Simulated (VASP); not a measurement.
# CoSi2 (Fm-3m) in VASP: notebook

CoSi2 is run at these levels: PBE; tasks: single point, relaxation of cell and atoms.

Everything below comes from runs of VASP 6.6.1. Logs are shortened: lines on timing, memory, paths and dates and some standing lists are left out, and cuts for length are marked.

**1. The cell of the first run**

It takes space group Fm-3m (No. 225, cubic). Conventional cell: a = 5.360 Å, b = 5.360 Å, c = 5.360 Å, α = 90.00°, β = 90.00°, γ = 90.00°. Co (site symmetry m-3m) has 8 Si at 2.32 Å within 3.1 Å. Within 3.1 Å of Si (site symmetry -43m) lie 4 Co at 2.32 Å and 6 Si at 2.68 Å.

**2. Single point, PBE**

The input, INCAR:

```
SYSTEM = CoSi2
PREC = Accurate ; ENCUT = 520
EDIFF = 1E-6 ; ISMEAR = 0
SIGMA = 0.15 ; LREAL = .False.
LASPH = .True. ; NELM = 100
ALGO = Normal ; ISIF = 2
LWAVE = .False. ; LCHARG = .False.
GGA = PE ; NBANDS = 16
```

The input, KPOINTS:

```
Automatic mesh
0
Gamma
  12 12 12
  0 0 0
```

The input, POSCAR:

```
CoSi2
1.0
    0.0000000000      2.6801763726      2.6801763726
    2.6801763726      0.0000000000      2.6801763726
    2.6801763726      2.6801763726      0.0000000000
Co Si
1 2
Direct
    0.0000000000      0.0000000000      0.0000000000
    0.2500000000      0.2500000000      0.2500000000
    0.7500000000      0.7500000000      0.7500000000
```

Potentials or basis: VASP PAW PBE potentials, release 64 (Co, Si).

On the command line:

```bash
> cat potpaw_PBE.64/Co/POTCAR potpaw_PBE.64/Si/POTCAR > POTCAR
> mpirun -np 1 vasp_std > vasp.out
```

OUTCAR:

```text
SYSTEM = CoSi2
   PREC = Accurate
   ENCUT = 520
   EDIFF = 1E-6
   ISMEAR = 0
   LREAL = .False.
   LASPH = .True.
   NELM = 100
   ISIF = 2
   GGA = PE

 ion  position               nearest neighbor table
   1  0.000  0.000  0.000-   3 2.32   3 2.32   3 2.32   2 2.32   3 2.32   2 2.32   2 2.32   2 2.32

   2  0.250  0.250  0.250-   1 2.32   1 2.32   1 2.32   1 2.32   3 2.68   3 2.68   3 2.68   3 2.68
                             3 2.68   3 2.68
   3  0.750  0.750  0.750-   1 2.32   1 2.32   1 2.32   1 2.32   2 2.68   2 2.68   2 2.68   2 2.68
                             2 2.68   2 2.68

  LATTYP: Found a face centered cubic cell.
 ALAT       =     5.3603527452

  Lattice vectors:

 A1 = (   0.0000000000,   2.6801763726,   2.6801763726)
 A2 = (   2.6801763726,   0.0000000000,   2.6801763726)
 A3 = (   2.6801763726,   2.6801763726,   0.0000000000)

Analysis of symmetry for initial positions (statically):
=====================================================================
 Subroutine PRICEL returns:
 Original cell was already a primitive cell.

 Routine SETGRP: Setting up the symmetry group for a
 face centered cubic supercell.

 Subroutine GETGRP returns: Found 48 space group operations
 (whereof 48 operations were pure point group operations)
 out of a pool of 48 trial point group operations.

The static configuration has the point symmetry O_h .

Analysis of symmetry for dynamics (positions and initial velocities):
=====================================================================
 Subroutine PRICEL returns:
 Original cell was already a primitive cell.

 Routine SETGRP: Setting up the symmetry group for a
 face centered cubic supercell.

 Subroutine GETGRP returns: Found 48 space group operations
 (whereof 48 operations were pure point group operations)
 out of a pool of 48 trial point group operations.

The dynamic configuration has the point symmetry O_h .

 Subroutine INISYM returns: Found 48 space group operations
 (whereof 48 operations are pure point group operations),
 and found     1 'primitive' translations

----------------------------------------------------------------------------------------

                                     Primitive cell

  volume of cell :      38.5053

  direct lattice vectors                    reciprocal lattice vectors
     0.000000000  2.680176373  2.680176373    -0.186554887  0.186554887  0.186554887
     2.680176373  0.000000000  2.680176373     0.186554887 -0.186554887  0.186554887
     2.680176373  2.680176373  0.000000000     0.186554887  0.186554887 -0.186554887

  length of vectors
     3.790341776  3.790341776  3.790341776     0.323122542  0.323122542  0.323122542

  position of ions in fractional coordinates (direct lattice)
     0.000000000  0.000000000  0.000000000
     0.250000000  0.250000000  0.250000000
     0.750000000  0.750000000  0.750000000

  ion indices of the primitive-cell ions
   primitive index   ion index
                 1           1
                 2           2
                 3           3

----------------------------------------------------------------------------------------

 KPOINTS: Automatic mesh

Automatic generation of k-mesh.
 Grid dimensions read from file:
 generate k-points for:   12   12   12

 Generating k-lattice:

  Cartesian coordinates                     Fractional coordinates (reciprocal lattice)
    -0.015546241  0.015546241  0.015546241     0.083333333  0.000000000  0.000000000
     0.015546241 -0.015546241  0.015546241     0.000000000  0.083333333  0.000000000
     0.015546241  0.015546241 -0.015546241     0.000000000  0.000000000  0.083333333

  Length of vectors
     0.026926879  0.026926879  0.026926879

  Shift w.r.t. Gamma in fractional coordinates (k-lattice)
     0.000000000  0.000000000  0.000000000

 Subroutine IBZKPT returns following result:
 ===========================================

 Found     72 irreducible k-points:

 Following reciprocal coordinates:
            Coordinates               Weight
  0.000000  0.000000  0.000000      1.000000
  0.083333  0.000000  0.000000      8.000000
  0.166667  0.000000  0.000000      8.000000
  0.250000  0.000000  0.000000      8.000000
  0.333333  0.000000  0.000000      8.000000
  0.416667  0.000000  0.000000      8.000000
[... 16 lines left out ...]
  0.500000  0.166667  0.000000     24.000000
 -0.416667  0.166667  0.000000     24.000000
 [... further k-points ...]
   k-points           NKPTS =     72   k-points in BZ     NKDIM =     72   number of bands    NBANDS=     16
   number of dos      NEDOS =    301   number of ions     NIONS =      3
   total plane-waves  NPLWV =  21952
   dimension x,y,z NGX =    28 NGY =   28 NGZ =   28
   dimension x,y,z NGXF=    56 NGYF=   56 NGZF=   56
   ions per type =               1   2
   NGX,Y,Z   is equivalent  to a cutoff of  12.28, 12.28, 12.28 a.u.
   NGXF,Y,Z  is equivalent  to a cutoff of  24.56, 24.56, 24.56 a.u.
 SYSTEM =  CoSi2
   PREC   = accura    normal or accurate (medium, high low for compatibility)
   ISTART =      0    job   : 0-new  1-cont  2-samecut
   ICHARG =      2    charge: 1-file 2-atom 10-const
   ISPIN  =      1    spin polarized calculation?
   LNONCOLLINEAR =      F non collinear calculations
   LSORBIT =      F    spin-orbit coupling
   LASPH  =      T    aspherical Exc in radial PAW
   ENCUT  =  520.0 eV  38.22 Ry    6.18 a.u.   7.05  7.05  7.05*2*pi/ulx,y,z
   NELM   =    100;   NELMIN=  2; NELMDL= -5     # of ELM steps
   EDIFF  = 0.1E-05   stopping-criterion for ELM
   LREAL  =      F    real-space projection
   EDIFFG = 0.1E-04   stopping-criterion for IOM
   NSW    =      0    number of steps for IOM
   IBRION =     -1    ionic relax: 0-MD 1-quasi-New 2-CG
   NFREE  =      0    steps in history (QN), initial steepest desc. (CG)
   ISIF   =      2    stress and relaxation
   ISYM   =      2    0-nonsym 1-usesym 2-fastsym
   POTIM  = 0.5000    time-step for ionic-motion
   TEBEG  =    0.0;   TEEND  =   0.0 temperature during run
   PSTRESS=    0.0 pullay stress
   NELECT =      17.0000    total number of electrons
   NUPDOWN=      -1.0000    fix difference up-down
   EMIN   =  10.00;   EMAX   =-10.00  energy-range for DOS
   EFERMI =   0.00;   METHOD = LEGACY
   ISMEAR =     0;   SIGMA  =   0.15  broadening in eV -4-tet -1-fermi 0-gaus
   EFERMI_NEDOS =   21; number of points for ismear=-14 and -15
   IALGO  =     38    algorithm
   IMIX   =      4    mixing-type and parameters
     AMIX     =   0.40;   BMIX     =  1.00
     AMIX_MAG =   1.60;   BMIX_MAG =  1.00
  volume/ion in A,a.u.               =      12.84        86.62
  Fermi-wavevector in a.u.,A,eV,Ry     =   1.246573  2.355682 21.142700  1.553945
  Thomas-Fermi vector in A             =   2.380744
   LORBIT       =      0    0 simple, 1 ext, 2 COOP (PROOUT), +10 PAW based schemes
   GGA     = PE    functional components
   LHFCALC =     F    Hartree Fock is set to
   AEXX    =    0.0000 exact exchange contribution
   IVDW    =     0    specifies the selected vdW correction
   LEPSILON=     F    determine dielectric tensor
   LRPA    =     F    only Hartree local field effects (RPA)
 non-spin polarized calculation
 Gauss-broadening in eV      SIGMA  =   0.15
  energy-cutoff  :      520.00
  volume of cell :       38.51
 maximum number of plane-waves:      1056
   NGX = 15   NGY = 15   NGZ = 15

 number of electron      16.9999995 magnetization

 Free energy of the ion-electron system (eV)
  ---------------------------------------------------
  ext. energy  EPLUGINS =         0.00000000
  ---------------------------------------------------
  free energy    TOTEN  =       -19.30083204 eV

  energy without entropy =      -19.29015772  energy(sigma->0) =      -19.29549488

 E-fermi :  10.0393     XC(G=0): -11.7352

 val. band max:       10.0240862532   @ k =   0.4167   0.2500   0.0833
 cond. band min:      10.0627675870   @ k =   0.4167   0.0833   0.0000
 fundamental gap:      0.0386813338
 Fermi energy:        10.0393220638

 k-point     1 :       0.0000    0.0000    0.0000
  band No.  band energies     occupation
      1      -3.0458      2.00000
      2       5.9930      2.00000
      3       5.9930      2.00000
      4       5.9930      2.00000
      5       8.1598      2.00000
      6       8.1598      2.00000
[... 8 lines left out ...]
     15      15.7171      0.00000
     16      15.7171      0.00000

 k-point     2 :       0.0833    0.0000    0.0000
  band No.  band energies     occupation
      1      -2.9405      2.00000
      2       5.7293      2.00000
      3       6.0306      2.00000
      4       6.0306      2.00000
      5       8.1282      2.00000
      6       8.1282      2.00000
[... 8 lines left out ...]
     15      15.3903      0.00000
     16      15.5250      0.00000

 k-point     3 :       0.1667    0.0000    0.0000
  band No.  band energies     occupation
      1      -2.6267      2.00000
      2       5.0298      2.00000
      3       6.1341      2.00000
      4       6.1341      2.00000
      5       8.0587      2.00000
      6       8.0587      2.00000
[... 8 lines left out ...]
     15      15.6230      0.00000
     16      16.3547      0.00000

 k-point     4 :       0.2500    0.0000    0.0000
  band No.  band energies     occupation
      1      -2.1105      2.00000
      2       4.0455      2.00000
      3       6.2728      2.00000
      4       6.2728      2.00000
      5       8.0182      2.00000
      6       8.0182      2.00000
[... 8 lines left out ...]
     15      16.7200      0.00000
     16      17.5501      0.00000

 k-point     5 :       0.3333    0.0000    0.0000
  band No.  band energies     occupation
      1      -1.4040      2.00000
      2       2.9033      2.00000
      3       6.3971      2.00000
      4       6.3971      2.00000
      5       8.0858      2.00000
      6       8.0858      2.00000
[... 8 lines left out ...]
     15      18.0411      0.00000
     16      18.7657      0.00000

 k-point     6 :       0.4167    0.0000    0.0000
  band No.  band energies     occupation
      1      -0.5320      2.00000
      2       1.7253      2.00000
      3       6.4681      2.00000
      4       6.4681      2.00000
      5       8.0321      2.00000
      6       8.2847      2.00000
[... 8 lines left out ...]
     15      19.4609      0.00000
     16      20.1068      0.00000

 k-point     7 :       0.5000    0.0000    0.0000
  band No.  band energies     occupation
      1       0.2647      2.00000
      2       0.8187      2.00000
      3       6.4882      2.00000
      4       6.4882      2.00000
      5       7.8932      2.00000
      6       8.4386      2.00000
[... 8 lines left out ...]
     15      20.4145      0.00000
     16      21.1413      0.00000

 k-point     8 :       0.0833    0.0833    0.0000
  band No.  band energies     occupation
      1      -2.9054      2.00000
      2       5.7419      2.00000
      3       5.9988      2.00000
      4       5.9988      2.00000
      5       8.0298      2.00000
      6       8.1958      2.00000
[... 8 lines left out ...]
     15      15.8844      0.00000
     16      15.8844      0.00000

 k-point     9 :       0.1667    0.0833    0.0000
  band No.  band energies     occupation
      1      -2.6612      2.00000
      2       5.2462      2.00000
      3       6.0400      2.00000
      4       6.0926      2.00000
      5       7.8754      2.00000
      6       8.2086      2.00000
[... 8 lines left out ...]
     15      16.2032      0.00000
     16      16.3896      0.00000
[... 172 lines left out ...]
 k-point    19 :       0.1667    0.1667    0.0000
  band No.  band energies     occupation
      1      -2.4872      2.00000
      2       5.1741      2.00000
      3       6.0239      2.00000
      4       6.0239      2.00000
      5       7.6006      2.00000
      6       8.2958      2.00000
[... 8 lines left out ...]
     15      17.0551      0.00000
     16      17.0551      0.00000

 k-point    20 :       0.2500    0.1667    0.0000
  band No.  band energies     occupation
      1      -2.1083      2.00000
      2       4.6372      2.00000
      3       6.0760      2.00000
      4       6.1159      2.00000
      5       7.2889      2.00000
      6       8.3478      2.00000
[... 8 lines left out ...]
     15      18.1229      0.00000
     16      18.2418      0.00000

 k-point    21 :       0.3333    0.1667    0.0000
  band No.  band energies     occupation
      1      -1.5328      2.00000
      2       3.7749      2.00000
      3       6.1795      2.00000
      4       6.1947      2.00000
      5       7.0462      2.00000
      6       8.4100      2.00000
[... 8 lines left out ...]
     15      19.3524      0.00000
     16      19.6014      0.00000

 k-point    22 :       0.4167    0.1667    0.0000
  band No.  band energies     occupation
      1      -0.7764      2.00000
      2       2.7236      2.00000
      3       6.0934      2.00000
      4       6.3159      2.00000
      5       6.9475      2.00000
      6       8.2081      2.00000
[... 8 lines left out ...]
     15      20.6177      0.00000
     16      20.9979      0.00000

 k-point    23 :       0.5000    0.1667    0.0000
  band No.  band energies     occupation
      1       0.1252      2.00000
      2       1.6216      2.00000
      3       5.8496      2.00000
      4       6.4718      2.00000
      5       6.9740      2.00000
      6       8.1994      2.00000
[... 8 lines left out ...]
     15      20.7049      0.00000
     16      21.2527      0.00000

 k-point    24 :      -0.4167    0.1667    0.0000
  band No.  band energies     occupation
      1       0.4350      2.00000
      2       1.2727      2.00000
      3       5.6182      2.00000
      4       6.6389      2.00000
      5       7.1619      2.00000
      6       7.9905      2.00000
[... 8 lines left out ...]
     15      19.3092      0.00000
     16      19.7069      0.00000

 [... further k-points ...]
[... 5 lines left out ...]
  --------------------------------------------------------------------------------------
  -------------------------------------------------------------------------------------
  Total       -0.0674091     -0.0674091     -0.0674091     -0.0000000      0.0000000     -0.0000000
  in kB       -2.8048450     -2.8048450     -2.8048450     -0.0000000      0.0000000     -0.0000000
  external PRESSURE =      -2.8048450 kB  Pullay stress =       0.0000000 kB

 VOLUME and BASIS-vectors are now :
 -----------------------------------------------------------------------------
  energy-cutoff  :      520.00
  volume of cell :       38.51
      direct lattice vectors                 reciprocal lattice vectors
     0.000000000  2.680176373  2.680176373    -0.186554887  0.186554887  0.186554887
     2.680176373  0.000000000  2.680176373     0.186554887 -0.186554887  0.186554887
     2.680176373  2.680176373  0.000000000     0.186554887  0.186554887 -0.186554887

 POSITION                                       TOTAL-FORCE (eV/Angst)
 -----------------------------------------------------------------------------------
      0.00000      0.00000      0.00000         0.000000     -0.000000      0.000000
      1.34009      1.34009      1.34009         0.000000      0.000000      0.000000
      4.02026      4.02026      4.02026        -0.000000     -0.000000     -0.000000
 -----------------------------------------------------------------------------------
    total drift:                               -0.000000     -0.000000      0.000000

  FREE ENERGIE OF THE ION-ELECTRON SYSTEM (eV)
  ---------------------------------------------------
  free  energy   TOTEN  =       -19.3008320437 eV

  energy  without entropy=      -19.2901577231  energy(sigma->0) =      -19.29549488
```

Wall time 24 s (1 thread of AMD EPYC 9R45 (Zen 5), shared host); peak memory 0.15 GiB.

Results:

| Quantity | Value |
| --- | --- |
| Free energy | -19.3008 eV |
| Pressure | -0.3 GPa |

Levels at points of the mesh, in eV from the Fermi level:
```csv
k point,band 7,band 8,band 9,band 10,band 11,band 12
"(0.00, 0.00, 0.00)",0.75,3.42,3.42,3.42,3.47,3.47
"(0.50, 0.00, 0.00)",-1.60,-0.45,-0.45,2.71,3.42,3.42
"(0.50, 0.50, 0.00)",-1.93,-1.88,-1.31,1.58,2.95,8.57
```

Spin polarisation is off, so any magnetic state and its effect on volume and gap are missing.

(Continued in part 2 of 2.)
